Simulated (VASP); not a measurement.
# As (R-3m) in VASP: notebook, part 2 of 2

VASP 6.6.1. Earlier steps stand in the parts before.

## 4. Relaxation of shape and atoms at fixed volume, PBE+D3(BJ) (19.64 Å³/atom)

This run uses another cell than the first one, of 19.64 Å³/atom.

The input, INCAR:

```
ALGO = Normal
EDIFF = 1E-6
EDIFFG = -0.01
ENCUT = 600
GGA = PE
IBRION = 2
ISIF = 4
ISMEAR = 0
IVDW = 12
LASPH = T
LCHARG = F
LREAL = F
LWAVE = F
NELM = 60
NSW = 50
PREC = Accurate
SIGMA = 0.1
```

The input, KPOINTS:

```
k-points
0
Gamma
  15 15 15
```

The input, POSCAR:

```
As
1.0
    1.8634167918      1.0758441864      3.2651358415
   -1.8634167918      1.0758441864      3.2651358415
    0.0000000000     -2.1516883728      3.2651358415
As
2
Direct
    0.7682868521      0.7682868521      0.7682868521
    0.2317131479      0.2317131479      0.2317131479
```

Potentials or basis: VASP PAW PBE potentials, release 64 (As).

Launch:

```
$ cat potpaw_PBE.64/As/POTCAR > POTCAR
$ mpirun -np 1 vasp_std > vasp.out
```

OUTCAR:

```text
EDIFF = 1E-6
   EDIFFG = -0.01
   ENCUT = 600
   GGA = PE
   IBRION = 2
   ISIF = 4
   ISMEAR = 0
   IVDW = 12
   LASPH = T
   LREAL = F
   NELM = 60
   NSW = 50
   PREC = Accurate
 IVDW          = 12

 ion  position               nearest neighbor table
   1  0.768  0.768  0.768-   2 2.50   2 2.50   2 2.50
   2  0.232  0.232  0.232-   1 2.50   1 2.50   1 2.50

  LATTYP: Found a trigonal (rhomboedric) cell.
 ALAT       =     3.9103548326
 COS(alpha) =     0.5458308097

  Lattice vectors:

 A1 = (   1.8634167918,   1.0758441864,   3.2651358415)
 A2 = (  -1.8634167918,   1.0758441864,   3.2651358415)
 A3 = (   0.0000000000,  -2.1516883728,   3.2651358415)

Analysis of symmetry for initial positions (statically):
=====================================================================
 Subroutine PRICEL returns:
 Original cell was already a primitive cell.

 Routine SETGRP: Setting up the symmetry group for a
 trigonal (rhombohedral) supercell.

 Subroutine GETGRP returns: Found 12 space group operations
[... 331 lines left out ...]
  ---------------------------------------------------
  free energy    TOTEN  =        -9.22395569 eV

  energy without entropy =       -9.22334217  energy(sigma->0) =       -9.22364893

 E-fermi :   6.4408     XC(G=0): -10.4199

 val. band max:        6.3701834529   @ k =   0.4000   0.2667   0.2667
 cond. band min:       6.4667718054   @ k =  -0.4667   0.4667   0.4000
 fundamental gap:      0.0965883525
 Fermi energy:         6.4408063683

 k-point     1 :       0.0000    0.0000    0.0000
  band No.  band energies     occupation
      1      -9.1617      2.00000
      2       1.2648      2.00000
      3       4.0157      2.00000
      4       4.2226      2.00000
      5       4.2226      2.00000
      6       8.9823      0.00000
      7       9.8348      0.00000
      8       9.8348      0.00000
      9      12.6232      0.00000
[... 265 lines left out ...]
 k-point    24 :       0.2000    0.1333    0.0000
  band No.  band energies     occupation
      1      -8.6177      2.00000
      2      -0.5655      2.00000
      3       3.1348      2.00000
      4       3.4787      2.00000
      5       5.8064      2.00000
      6       7.3865      0.00000
      7       9.3187      0.00000
      8      10.2898      0.00000
      9      11.5834      0.00000

 [... further k-points ...]

------------------------ aborting loop because EDIFF is reached ----------------------------------------

 Edisp (eV)   -0.92245

 E8    (eV) :    -0.3905
[... 25 lines left out ...]
  FREE ENERGIE OF THE ION-ELECTRON SYSTEM (eV)
  ---------------------------------------------------
  free  energy   TOTEN  =       -10.1464031067 eV

  energy  without entropy=      -10.1457895887  energy(sigma->0) =      -10.14609635

 reached required accuracy - stopping structural energy minimisation
```

OSZICAR:

```text
N       E                     dE             d eps       ncg     rms          rms(c)
DAV:   1     0.331082098173E+02    0.33108E+02   -0.47860E+03  6192   0.105E+03
DAV:   2    -0.798057504878E+01   -0.41089E+02   -0.40018E+02  9364   0.130E+02
[... 28 lines left out ...]
   4 F= -.10146327E+02 E0= -.10146016E+02  d E =-.393081E-03
       N       E                     dE             d eps       ncg     rms          rms(c)
DAV:   1    -0.922397921998E+01   -0.79950E-04   -0.70105E-03  6328   0.504E-01    0.381E-02
DAV:   2    -0.922396467769E+01    0.14542E-04   -0.20731E-04  6619   0.105E-01    0.210E-02
DAV:   3    -0.922395545477E+01    0.92229E-05   -0.44423E-05  7990   0.421E-02    0.483E-03
DAV:   4    -0.922395568734E+01   -0.23257E-06   -0.32129E-06  6237   0.148E-02
   5 F= -.10146403E+02 E0= -.10146096E+02  d E =-.469499E-03
```

Wall time 4.5 min (1 thread of Intel Xeon 8259CL, shared host); peak memory 0.3 GiB.

Results:

```yaml
Free_energy: -10.1464 eV
Energy_gained_by_relaxing: 2.6 meV/atom
Ionic_steps: 5
Pressure_after_relaxing: 3.9 GPa
Band_gap_on_the_k_mesh: zero (bands 5 and 6 overlap by 0.25 eV)
Dispersion_energy_per_atom: -0.461 eV
```

Step by step:
```
step  energy change (eV)  largest force (eV/Å)  pressure (GPa)  volume (Å³)
   1              0.0000                0.2479            4.98        39.27
   2             -0.0042                0.0674            4.32        39.27
   3             -0.0047                0.0223            3.99        39.27
   4             -0.0051                0.0096            3.93        39.27
   5             -0.0052                0.0012            3.89        39.27
```

Final structure:
```cif
data_structure
_symmetry_space_group_name_H-M 'P 1'
_symmetry_Int_Tables_number 1
_cell_length_a 3.8898
_cell_length_b 3.8898
_cell_length_c 3.8898
_cell_angle_alpha 57.554
_cell_angle_beta 57.554
_cell_angle_gamma 57.554
_cell_volume 39.27
loop_
_atom_site_label
_atom_site_type_symbol
_atom_site_fract_x
_atom_site_fract_y
_atom_site_fract_z
_atom_site_occupancy
As1 As 0.76641 0.76641 0.76641 1
As2 As 0.23359 0.23359 0.23359 1
```

## 5. Relaxation of shape and atoms at fixed volume, PBE+D3(BJ) (20.26 Å³/atom)

This run uses another cell than the first one, of 20.26 Å³/atom.

The input, INCAR:

```
SYSTEM = As
PREC = Accurate
ENCUT = 600
EDIFF = 1E-7
ISMEAR = 0
SIGMA = 0.1
LREAL = .False.
LASPH = .True.
NELM = 60
ALGO = Normal
ISIF = 4
LWAVE = .False.
LCHARG = .False.
GGA = PE
IVDW = 12
IBRION = 2
NSW = 50
EDIFFG = -0.01
```

The input, KPOINTS:

```
Automatic mesh
0
Gamma
  15 15 15
  0 0 0
```

The input, POSCAR:

```
As
1.0
    1.8723312625      1.0809909584      3.3373347203
   -1.8723312625      1.0809909584      3.3373347203
    0.0000000000     -2.1619819168      3.3373347203
As
2
Direct
    0.7697136435      0.7697136435      0.7697136435
    0.2302863565      0.2302863565      0.2302863565
```

Launch:

```
$ cat potpaw_PBE.64/As/POTCAR > POTCAR
$ mpirun -np 1 vasp_std > vasp.out
```

Wall time 6.1 min (1 thread of Intel Xeon 8259CL, shared host); peak memory 0.31 GiB.

It converged, with:

| Item | Value |
| --- | --- |
| Free energy | -10.1682 eV |
| Energy gained by relaxing | 2.8 meV/atom |
| Ionic steps | 5 |
| Pressure after relaxing | 1.7 GPa |
| Largest force after relaxing | 0.006 eV/Å |
| Band gap on the k mesh | zero (bands 5 and 6 overlap by 0.18 eV) |
| Dispersion energy per atom | -0.447 eV |

Forces on the atoms (eV/Å):
```
As   0.000  0.000  0.006
As   0.000  0.000 -0.006
```

Step by step:
| step | energy change (eV) | largest force (eV/Å) | pressure (GPa) | volume (Å³) |
| --- | --- | --- | --- | --- |
| 1 | 0.0000 | 0.2425 | 2.92 | 40.53 |
| 2 | -0.0043 | 0.0657 | 2.26 | 40.53 |
| 3 | -0.0049 | 0.0369 | 1.88 | 40.53 |
| 4 | -0.0055 | 0.0177 | 1.79 | 40.53 |
| 5 | -0.0056 | 0.0063 | 1.74 | 40.53 |

Final structure:
```
As
1.0
     1.88408    1.08777    3.29586
    -1.88408    1.08777    3.29586
     0.00000   -2.17554    3.29586
As
2
Cartesian
  0.0000 0.0000 7.5920
  0.0000 0.0000 2.2956
```

Levels at points of the mesh, in eV from the Fermi level:
```csv
k point,band 1,band 2,band 3,band 4,band 5,band 6,band 7,band 8,band 9
"(0.00, 0.00, 0.00)",-15.37,-5.40,-2.42,-2.17,-2.17,2.33,3.24,3.24,6.30
```

## 6. Single point, PBE+D3(BJ)

This run uses another cell than the first one, of 20.89 Å³/atom.

The input, INCAR:

```
SYSTEM = As
  PREC = Accurate
  ENCUT = 520
  EDIFF = 1E-6
  ISMEAR = 0
  SIGMA = 0.1
  LREAL = .FALSE.
  LASPH = .TRUE.
  NELM = 80
  ALGO = Normal
  ISIF = 2
  LWAVE = .FALSE.
  LCHARG = .FALSE.
  GGA = PE
  IVDW = 12
  NBANDS = 12
```

The input, KPOINTS:

```
regular mesh
0
G
  15 15 15
  0 0 0
```

The input, POSCAR:

```
As
1.0
    1.8914380025      1.0920222399      3.3713915096
   -1.8914380025      1.0920222399      3.3713915096
    0.0000000000     -2.1840444798      3.3713915096
As
2
Direct
    0.7697136435      0.7697136435      0.7697136435
    0.2302863565      0.2302863565      0.2302863565
```

Potentials or basis: VASP PAW PBE potentials, release 64 (As).

Launch:

```
$ cat potpaw_PBE.64/As/POTCAR > POTCAR
$ mpirun -np 1 vasp_std > vasp.out
```

Run time: 72 s. Hardware: 1 thread of AMD EPYC 9R45 (Zen 5), shared host; peak memory 0.26 GiB.

The run converged. Its results:

- Free energy: -10.1748 eV
- Pressure: 0.3 GPa
- Largest force: 0.052 eV/Å
- Band gap on the k mesh: zero (bands 5 and 6 overlap by 0.14 eV)
- Dispersion energy per atom: -0.433 eV

Forces in eV/Å, atoms in the order of the input:
```
As   0.000  0.000 -0.052
As   0.000  0.000  0.052
```

Stress tensor (GPa, compression positive):
```
0.34 0.00 0.00
0.00 0.34 0.00
0.00 0.00 0.22
```

Levels at points of the mesh, in eV from the Fermi level:
| k point | band 1 | band 2 | band 3 | band 4 | band 5 | band 6 | band 7 | band 8 | band 9 | band 10 |
| --- | --- | --- | --- | --- | --- | --- | --- | --- | --- | --- |
| (0.00, 0.00, 0.00) | -15.16 | -5.60 | -2.42 | -2.10 | -2.10 | 2.08 | 3.10 | 3.10 | 6.48 | 6.48 |

## 7. Overview

```csv
task,cell,cutoff (eV),gap on the mesh (eV),pressure (GPa),largest force (eV/Å)
relaxation of shape and atoms at fixed volume,"relaxed from a = 3.791 Å, angles 58.0°, 2 atoms, atomic positions A",600,none,9.6,-
relaxation of shape and atoms at fixed volume,"relaxed from a = 3.850 Å, angles 57.5°, 2 atoms, atomic positions B",600,none,6.5,-
relaxation of shape and atoms at fixed volume,"relaxed from a = 3.910 Å, angles 56.9°, 2 atoms, atomic positions C",600,none,3.9,-
relaxation of shape and atoms at fixed volume,"relaxed from a = 3.976 Å, angles 56.2°, 2 atoms, atomic positions D",600,none,1.7,0.01
single point,"a = 4.017 Å, angles 56.2°, 2 atoms, atomic positions D",520,none,0.3,0.05
```

Alike in all rows: level PBE+D3(BJ); potentials or basis VASP PAW PBE potentials, release 64 (As); no spin polarisation; k mesh 15 × 15 × 15; smearing gaussian 0.1 eV.

Total energies depend on the potentials used, so only differences within one code and one set of settings carry meaning.

The gap in the log of VASP goes by the Fermi energy; the results here count the filled bands.